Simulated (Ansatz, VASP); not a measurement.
CaMg3: VASP beside Ansatz

```xyz
4
Lattice="-2.6171 2.6171 3.6877 2.6171 -2.6171 3.6877 2.6171 2.6171 -3.6877" Properties=species:S:1:pos:R:3 pbc="T T T"
Ca    0.0000    0.0000    0.0000
Mg    0.0000    0.0000    3.6877
Mg    2.6171    0.0000    1.8438
Mg    0.0000    2.6171    1.8438
```

Alike in both runs: task single point; functional LDA; k mesh 6 × 6 × 6; occupations methfessel-paxton of order 1, width 0.05 eV; no spin polarisation.

|  | VASP | Ansatz |
| --- | --- | --- |
| version | VASP 6.6.1 | Ansatz 0.2.0 |
| potentials or method | VASP PAW LDA potentials, release 64 (Ca_sv, Mg), cutoff 520 eV | plane waves, PAW |
| valence electrons in the cell | 16 | 40 |

|  | VASP | Ansatz | Ansatz less VASP |
| --- | --- | --- | --- |
| pressure (GPa) | -1.6 | -1.3 | +0.30 |

LDA's correlation is that of Perdew and Zunger in VASP and of Perdew and Wang (1992) in Ansatz. VASP's potentials hold 16 valence electrons a cell and Ansatz's 40, so a difference there can come from the potentials and not from the codes.
